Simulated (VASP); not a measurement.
Crystal: TaN.

```
Ta N
1.0
     2.90653    0.00000    0.00000
    -1.45326    2.51713    0.00000
     0.00000    0.00000    2.85162
Ta N
1 1
Direct
  0.33333 0.66667 0.50000
  0.00000 0.00000 0.00000
```

Base run:

| Item | Value |
| --- | --- |
| Program | VASP 6.6.1 |
| Functional | LDA |
| Potentials or basis | VASP PAW LDA potentials, release 64 (Ta_pv, N) |
| Cutoff | 520 eV |
| k mesh | 18 × 18 × 14 |
| Occupations | gaussian, width 0.1 eV |
| Spin | no spin polarisation |

Its results: band gap on the k mesh zero (band 8 reaches 8.71 eV, above the bottom of band 9 at 8.33 eV); pressure 2.0 GPa.

Q: The run is repeated on the same cell with these changes: potentials or basis from VASP PAW LDA potentials, release 64 (Ta_pv, N) to VASP PAW LDA potentials, release 64 (Ta_sv_GW, N); cutoff from 520 eV to 600 eV; further incar settings from ALGO = Normal; EDIFF = 1e-07; NBANDS = 15 to ALGO = Normal; EDIFF = 1e-06; NBANDS = 16; valence electrons from 16 to 18. What comes out?

A: Band gap on the k mesh zero (band 9 reaches 12.86 eV, above the bottom of band 10 at 12.49 eV); pressure 1.3 GPa.

Caveats: spin-orbit coupling is left out, which moves the levels of the heavy elements.
